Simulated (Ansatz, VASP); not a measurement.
Two plane-wave programs on HfAl5N6

```
Hf Al N
1.0
     2.93058    0.00000    0.00000
    -1.46529    2.53796    0.00000
     0.00000    0.00000   14.58946
Hf Al N
1 5 6
Direct
  0.00000 0.00000 0.50000
  0.33333 0.66667 0.83928
  0.66667 0.33333 0.67824
  0.33333 0.66667 0.32176
  0.66667 0.33333 0.16072
  0.00000 0.00000 0.00000
  0.00000 0.00000 0.75905
  0.33333 0.66667 0.60110
  0.66667 0.33333 0.39890
  0.00000 0.00000 0.24095
  0.33333 0.66667 0.08034
  0.66667 0.33333 0.91966
```

Alike in both runs: functional PBE; k mesh 12 × 12 × 4; occupations gaussian, width 0.1 eV; no spin polarisation.

Ansatz relaxed the structure, and its values are those at the end. VASP's run is a single point on that final structure, the one shown.

|  | VASP | Ansatz |
| --- | --- | --- |
| version | VASP 6.6.1 | Ansatz 0.2.0 |
| potentials or method | VASP PAW PBE potentials, release 64 (Hf_pv, Al, N), cutoff 600 eV | scalar-relativistic, plane waves, PAW |
| valence electrons in the cell | 55 | 71 |

|  | VASP | Ansatz | Ansatz less VASP |
| --- | --- | --- | --- |
| gap on the k mesh at the Fermi level (eV) | none | none | - |
| pressure (GPa) | -0.9 | 0.0 | +0.84 |
| rms of the force components (eV/Å) | 0.027 | 0.001 | -0.0254 |

A gap of «none» marks a metal or a gap that the smearing closes. The functional is the same, so the differences come from potentials, cutoffs and numerics. VASP's potentials hold 55 valence electrons a cell and Ansatz's 71, so a difference there can come from the potentials and not from the codes.

Neither program's run includes spin-orbit coupling.
